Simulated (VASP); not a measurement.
# Mn9Al2V2Cu4Ni3 (P1) in VASP: single point with PBE

Aim: the single point of Mn9Al2V2Cu4Ni3 with PBE.

All numbers are computed with VASP 6.6.1; they aren't measurements. Logs are shortened: lines on timing, memory, paths and dates and some standing lists are left out, and cuts for length are marked.

**1. The cell of the first run**

The typed cell holds 20 atoms: a = 6.229 Å, b = 6.716 Å, c = 6.208 Å, α = 77.36°, β = 85.39°, γ = 77.41°.

**2. Single point, PBE, collinear spin, ferrimagnetic start**

INCAR reads:

```
PREC = Accurate ; ENCUT = 520
EDIFF = 1E-6 ; ISMEAR = 0
SIGMA = 0.1 ; LREAL = Auto
LASPH = True ; NELM = 150
ALGO = Normal ; ISIF = 2
LWAVE = False ; LCHARG = False
ISPIN = 2 ; MAGMOM = 0 0 0 0 4 4 -4 4 4 -4 4 4 4 2 2 2 0 0 0 0
LORBIT = 11 ; LMAXMIX = 4
GGA = PE ; NBANDS = 132
ISYM = 0
```

KPOINTS reads:

```
Automatic mesh
0
Gamma
  2 2 2
  0.5 0.5 0.5
```

POSCAR reads:

```
Mn9Al2V2Cu4Ni3
1.0
   -4.5418134115      4.0153349082     -1.4333903596
   -4.6537885393     -1.3322575366      4.6546587604
    1.4234935312      4.0009247762      4.5282735007
Al V Mn Ni Cu
2 2 9 3 4
Direct
    0.3926549393      0.4494987026      0.3963217191
    0.0872309746      0.0696398334      0.5966137464
    0.5265160965      0.0155065998      0.5174949856
    0.9058702512      0.4233988077      0.8942542655
   -0.0028539579      0.0324030534      0.0104500708
    0.6037077467      0.0711779540      0.1012198615
    0.0961652886      0.6473246499      0.0968614682
    0.6962461351      0.6778971503      0.1945572883
    0.7929641654      0.2681690780      0.2866384810
    0.6050790093      0.6367185965      0.6081103076
    0.6884144847      0.2387069875      0.6905009599
    0.1969573053      0.6589693969      0.7044902764
    0.3057803622      0.2584587247      0.8045388523
    0.5009112861      0.4608917751     -0.0041471478
   -0.0089108242      0.4559546961      0.4929421034
    0.8103559548      0.8401721910      0.8059919531
    0.2072958182      0.2441028113      0.2086595399
    0.3004135176      0.8506116508      0.3050129566
    0.9076198803      0.8507987762      0.4037408477
    0.3985524622      0.8574324659      0.9049630751
```

Potentials or basis: VASP PAW PBE potentials, release 64 (Al, V_sv, Mn_pv, Ni, Cu).

The run is started by

```bash
$ cat potpaw_PBE.64/Al/POTCAR potpaw_PBE.64/V_sv/POTCAR potpaw_PBE.64/Mn_pv/POTCAR potpaw_PBE.64/Ni/POTCAR potpaw_PBE.64/Cu/POTCAR > POTCAR
$ mpirun -np 1 vasp_std > vasp.out
```

OUTCAR:

```text
PREC = Accurate
   ENCUT = 520
   EDIFF = 1E-6
   ISMEAR = 0
   LREAL = Auto
   LASPH = True
   NELM = 150
   ISIF = 2
   ISPIN = 2
   LORBIT = 11
   GGA = PE
   ISYM = 0

 ion  position               nearest neighbor table
   1  0.393  0.449  0.396-  17 2.49  14 2.51  15 2.52  18 2.57  10 2.61   9 2.63  11 2.65  13 2.65
                             7 2.65  12 2.68   8 2.75   3 2.80
   2  0.087  0.070  0.597-  15 2.48   5 2.55  19 2.56  17 2.57  11 2.57  13 2.62  16 2.64  12 2.64
                            18 2.67   9 2.69   3 2.70  20 2.77
   3  0.527  0.016  0.517-  10 2.43  11 2.44  19 2.51  16 2.53  20 2.55   6 2.55  18 2.56   2 2.70
                             9 2.73  13 2.76   1 2.80  17 2.83
   4  0.906  0.423  0.894-  15 2.48   5 2.51  14 2.52   9 2.54  13 2.57  11 2.58  10 2.64   7 2.66
                            16 2.67  12 2.70  17 2.71   8 2.85
   5  0.997  0.032  0.010-   6 2.44   7 2.47  16 2.50   4 2.51   2 2.55  19 2.56  20 2.62  18 2.64
                             9 2.65  17 2.66  13 2.77  11 2.80
   6  0.604  0.071  0.101-   5 2.44   9 2.46  14 2.51   8 2.52   3 2.55  17 2.59  11 2.61  13 2.63
                            20 2.64  18 2.72  16 2.72  19 2.73
   7  0.096  0.647  0.097-  12 2.45   5 2.47   8 2.49  16 2.57  17 2.59  15 2.62  18 2.64  19 2.64
                            20 2.65  14 2.65   1 2.65   4 2.66
   8  0.696  0.678  0.195-   7 2.49   6 2.52  19 2.52  16 2.53  10 2.55  18 2.59  20 2.60   9 2.63
                            14 2.63  15 2.68   1 2.75   4 2.85
   9  0.793  0.268  0.287-   6 2.46  11 2.52  15 2.53   4 2.54  17 2.56  14 2.59   8 2.63   1 2.63
[... 9 lines left out ...]
  14  0.501  0.461  0.996-   6 2.51   1 2.51   4 2.52  13 2.53  10 2.54  20 2.54   9 2.59   8 2.63
                            12 2.65   7 2.65  17 2.67  11 2.70
  15  0.991  0.456  0.493-   4 2.48   2 2.48   1 2.52   9 2.53  19 2.53  10 2.57  17 2.61   7 2.62
                            12 2.65   8 2.68  11 2.69  13 2.77
  16  0.810  0.840  0.806-   5 2.50  19 2.51   3 2.53   8 2.53  12 2.55   7 2.57  11 2.57  20 2.57
                            10 2.60   2 2.64   4 2.67   6 2.72
  17  0.207  0.244  0.209-   1 2.49  13 2.52  18 2.52   9 2.56   2 2.57   6 2.59   7 2.59  15 2.61
                             5 2.66  14 2.67   4 2.71   3 2.83
  18  0.300  0.851  0.305-  19 2.47  20 2.50  17 2.52   3 2.56   1 2.57   8 2.59  12 2.63   7 2.64
                             5 2.64   2 2.67   6 2.72  10 2.72
  19  0.908  0.851  0.404-  18 2.47   3 2.51  16 2.51   8 2.52  15 2.53   5 2.56   2 2.56  12 2.62
                             7 2.64   9 2.69  10 2.69   6 2.73
  20  0.399  0.857  0.905-  18 2.50  14 2.54   3 2.55  12 2.57  16 2.57  13 2.57   8 2.60   5 2.62
                             6 2.64   7 2.65  10 2.69   2 2.77

IMPORTANT INFORMATION: All symmetrisations will be switched off!
NOSYMM: (Re-)initialisation of all symmetry stuff for point group C_1.

----------------------------------------------------------------------------------------

                                     Primitive cell

  volume of cell :     247.1753

  direct lattice vectors                    reciprocal lattice vectors
    -4.541813411  4.015334908 -1.433390360    -0.099750138  0.112064226 -0.067656439
    -4.653788539 -1.332257537  4.654658760    -0.096763009 -0.074951480  0.096640972
     1.423493531  4.000924776  4.528273501     0.067888545  0.112516469  0.100080343

  length of vectors
     6.229413408  6.715542129  6.207978237     0.164577868  0.155949612  0.165181371

  position of ions in fractional coordinates (direct lattice)
     0.392654939  0.449498703  0.396321719
     0.087230975  0.069639833  0.596613746
     0.526516097  0.015506600  0.517494986
     0.905870251  0.423398808  0.894254266
     0.997146042  0.032403053  0.010450071
     0.603707747  0.071177954  0.101219861
[... 12 lines left out ...]
     0.907619880  0.850798776  0.403740848
     0.398552462  0.857432466  0.904963075

  ion indices of the primitive-cell ions
   primitive index   ion index
                 1           1
                 2           2
                 3           3
                 4           4
                 5           5
                 6           6
[... 12 lines left out ...]
                19          19
                20          20

----------------------------------------------------------------------------------------

 KPOINTS: Automatic mesh

Automatic generation of k-mesh.
 Grid dimensions read from file:
 generate k-points for:    2    2    2

 Generating k-lattice:

  Cartesian coordinates                     Fractional coordinates (reciprocal lattice)
[... 32 lines left out ...]
   ICHARG =      2    charge: 1-file 2-atom 10-const
   ISPIN  =      2    spin polarized calculation?
   LNONCOLLINEAR =      F non collinear calculations
   LSORBIT =      F    spin-orbit coupling
   LASPH  =      T    aspherical Exc in radial PAW
   ENCUT  =  520.0 eV  38.22 Ry    6.18 a.u.  11.58 12.49 11.54*2*pi/ulx,y,z
   NELM   =    150;   NELMIN=  2; NELMDL= -5     # of ELM steps
   EDIFF  = 0.1E-05   stopping-criterion for ELM
   LREAL  =      T    real-space projection
   EDIFFG = 0.1E-04   stopping-criterion for IOM
   NSW    =      0    number of steps for IOM
   IBRION =     -1    ionic relax: 0-MD 1-quasi-New 2-CG
   NFREE  =      0    steps in history (QN), initial steepest desc. (CG)
   ISIF   =      2    stress and relaxation
   ISYM   =      0    0-nonsym 1-usesym 2-fastsym
   POTIM  = 0.5000    time-step for ionic-motion
   TEBEG  =    0.0;   TEEND  =   0.0 temperature during run
   PSTRESS=    0.0 pullay stress
   NELECT =     223.0000    total number of electrons
   NUPDOWN=      -1.0000    fix difference up-down
   EMIN   =  10.00;   EMAX   =-10.00  energy-range for DOS
   EFERMI =   0.00;   METHOD = LEGACY
   ISMEAR =     0;   SIGMA  =   0.10  broadening in eV -4-tet -1-fermi 0-gaus
   EFERMI_NEDOS =   21; number of points for ismear=-14 and -15
   IALGO  =     38    algorithm
   IMIX   =      4    mixing-type and parameters
     AMIX     =   0.40;   BMIX     =  1.00
     AMIX_MAG =   1.60;   BMIX_MAG =  1.00
  volume/ion in A,a.u.               =      12.36        83.40
  Fermi-wavevector in a.u.,A,eV,Ry     =   1.581885  2.989328 34.046658  2.502359
  Thomas-Fermi vector in A             =   2.681892
   LORBIT       =     11    0 simple, 1 ext, 2 COOP (PROOUT), +10 PAW based schemes
   GGA     = PE    functional components
   LHFCALC =     F    Hartree Fock is set to
   AEXX    =    0.0000 exact exchange contribution
   IVDW    =     0    specifies the selected vdW correction
   LEPSILON=     F    determine dielectric tensor
   LRPA    =     F    only Hartree local field effects (RPA)
 spin polarized calculation
 Gauss-broadening in eV      SIGMA  =   0.10
  energy-cutoff  :      520.00
  volume of cell :      247.18
 maximum number of plane-waves:      6668
 NGX is ok and might be reduce to    48
   NGX = 23   NGY = 25   NGZ = 23

 number of electron     222.9999972 magnetization      11.8348925

 number of electron     222.9999975 magnetization       3.9109844

 Free energy of the ion-electron system (eV)
  ---------------------------------------------------
  ext. energy  EPLUGINS =         0.00000000
  ---------------------------------------------------
  free energy    TOTEN  =      -137.79995737 eV

  energy without entropy =     -137.72468447  energy(sigma->0) =     -137.76232092

 E-fermi :   8.9540     XC(G=0): -12.7474

 val. band max:        8.9281325172   @ k =   0.2500  -0.2500   0.2500
 cond. band min:       8.9552056467   @ k =  -0.2500   0.2500   0.2500
 fundamental gap:      0.0270731295
 Fermi energy:         8.9539597481

 spin component 1

 k-point     1 :       0.2500    0.2500    0.2500
  band No.  band energies     occupation
      1     -55.5843      1.00000
      2     -54.8006      1.00000
      3     -40.6023      1.00000
      4     -40.5429      1.00000
      5     -40.4647      1.00000
      6     -40.4440      1.00000
[... 493 lines left out ...]
    122       9.8104      0.00000
    123       9.8893      0.00000
 Fermi energy:         8.9539597481

 spin component 2

 k-point     1 :       0.2500    0.2500    0.2500
  band No.  band energies     occupation
      1     -55.6152      1.00000
      2     -54.6518      1.00000
      3     -40.6376      1.00000
      4     -40.6300      1.00000
      5     -40.5641      1.00000
      6     -40.3893      1.00000
[... 493 lines left out ...]
    122      10.1304      0.00000
    123      10.1886      0.00000
 [bands above 123 left out]

------------------------ aborting loop because EDIFF is reached ----------------------------------------

  FORCE on cell =-STRESS in cart. coord.  units (eV):
  Direction    XX          YY          ZZ          XY          YZ          ZX
  --------------------------------------------------------------------------------------
  -------------------------------------------------------------------------------------
  Total        0.8293809      0.4836009      0.8913813     -0.1243039      0.0286226     -0.1308144
  in kB        5.3760047      3.1346763      5.7778880     -0.8057314      0.1855300     -0.8479325
  external PRESSURE =       4.7628563 kB  Pullay stress =       0.0000000 kB

 VOLUME and BASIS-vectors are now :
 -----------------------------------------------------------------------------
  energy-cutoff  :      520.00
  volume of cell :      247.18
      direct lattice vectors                 reciprocal lattice vectors
    -4.541813411  4.015334908 -1.433390360    -0.099750138  0.112064226 -0.067656439
    -4.653788539 -1.332257537  4.654658760    -0.096763009 -0.074951480  0.096640972
     1.423493531  4.000924776  4.528273501     0.067888545  0.112516469  0.100080343

 POSITION                                       TOTAL-FORCE (eV/Angst)
 -----------------------------------------------------------------------------------
     -3.31108      2.56345      3.32409         0.005477      0.009774     -0.001160
      0.12900      2.64449      2.90074        -0.010244      0.012139      0.018501
     -1.72685      4.16394      1.66083         0.003819     -0.030089     -0.002305
     -4.81174      6.65114      4.72174         0.023463      0.006562     -0.020138
     -4.66477      4.00252     -1.23115        -0.029366     -0.031235     -0.006696
     -2.92909      2.73423     -0.07569         0.008852     -0.007489      0.012411
[... 12 lines left out ...]
     -7.50696      4.12625      4.48745         0.006197      0.013421      0.001946
     -4.51225      4.07869      7.51769         0.000121      0.002205     -0.006463
 -----------------------------------------------------------------------------------
    total drift:                               -0.004296      0.004210      0.004646

  FREE ENERGIE OF THE ION-ELECTRON SYSTEM (eV)
  ---------------------------------------------------
  free  energy   TOTEN  =      -137.7999573672 eV

  energy  without entropy=     -137.7246844657  energy(sigma->0) =     -137.76232092

 total charge

# of ion       s       p       d       tot
------------------------------------------
    1        0.409   0.415   0.000   0.824
    2        0.406   0.409   0.000   0.815
    3        2.312   6.217   3.058  11.587
    4        2.322   6.219   3.001  11.543
    5        0.366   6.308   5.060  11.735
    6        0.370   6.308   5.048  11.726
[... 12 lines left out ...]
   19        0.502   0.476   9.117  10.096
   20        0.493   0.451   9.116  10.061
--------------------------------------------------
tot         12.252  73.436 113.038 198.726

 magnetization (x)

# of ion       s       p       d       tot
------------------------------------------
    1       -0.001  -0.009   0.000  -0.010
    2       -0.012  -0.009   0.000  -0.021
    3        0.016   0.003   0.939   0.958
    4       -0.015  -0.028  -0.815  -0.858
    5        0.025   0.013   2.591   2.629
    6       -0.032  -0.034  -2.521  -2.587
[... 12 lines left out ...]
   19       -0.010   0.002   0.049   0.041
   20       -0.008  -0.000   0.032   0.024
--------------------------------------------------
tot         -0.029  -0.077   4.000   3.895
```

Run time: 62 min. Hardware: 1 thread of Intel Xeon 8259CL, shared host; peak memory 0.56 GiB.

Results:

* Free energy: -137.8000 eV
* Pressure: 0.5 GPa
* Largest force: 0.043 eV/Å
* Net moment: 3.91 μB per cell
* Site moments: Al -0.01, -0.02; V +0.96, -0.86; Mn +2.63, -2.59, -2.98, +2.95, +2.60, -2.43, -1.80, +2.83, +2.51; Ni -0.04, +0.04, -0.01; Cu +0.01, +0.03, +0.04, +0.02 μB
* Valence electrons inside the program's atomic spheres: Al 0.82, 0.81; V 11.59, 11.54; Mn 11.73, 11.69, 11.66, 11.74, 11.75, 11.82 (each value once); Ni 9.35, 9.37 (each value once); Cu 10.08, 10.10, 10.06 (each value once)

Forces in eV/Å, atoms in the order of the input:
```
Al   0.005  0.010 -0.001
Al  -0.010  0.012  0.019
V    0.004 -0.030 -0.002
V    0.023  0.007 -0.020
Mn  -0.029 -0.031 -0.007
Mn   0.009 -0.007  0.012
Mn   0.000 -0.010 -0.002
Mn   0.002  0.001 -0.013
Mn  -0.010 -0.006  0.019
Mn   0.007  0.018 -0.012
Mn  -0.005 -0.013 -0.005
Mn   0.011  0.001  0.012
Mn  -0.008 -0.017  0.011
Ni  -0.007  0.005  0.009
Ni  -0.009  0.009 -0.002
Ni   0.004  0.013 -0.014
Cu   0.007  0.013  0.005
Cu   0.001  0.012 -0.005
Cu   0.006  0.013  0.002
Cu   0.000  0.002 -0.006
```

Stress tensor (GPa, compression positive):
```
 0.54 -0.08 -0.08
-0.08  0.31  0.02
-0.08  0.02  0.58
```

Levels at points of the mesh, in eV from the Fermi level:
Spin up:
```
           k point  band 111  band 112  band 113  band 114  band 115  band 116
(0.25, 0.25, 0.25)     -0.32     -0.21     -0.15      0.07      0.16      0.25
```
Spin down:
| k point | band 105 | band 106 | band 107 | band 108 | band 109 | band 110 | band 111 | band 112 | band 113 | band 114 |
| --- | --- | --- | --- | --- | --- | --- | --- | --- | --- | --- |
| (0.25, 0.25, 0.25) | -0.47 | -0.39 | -0.27 | -0.25 | -0.14 | -0.06 | 0.13 | 0.25 | 0.33 | 0.46 |

Caveat: the k points lie up to 0.52 Å⁻¹ apart.
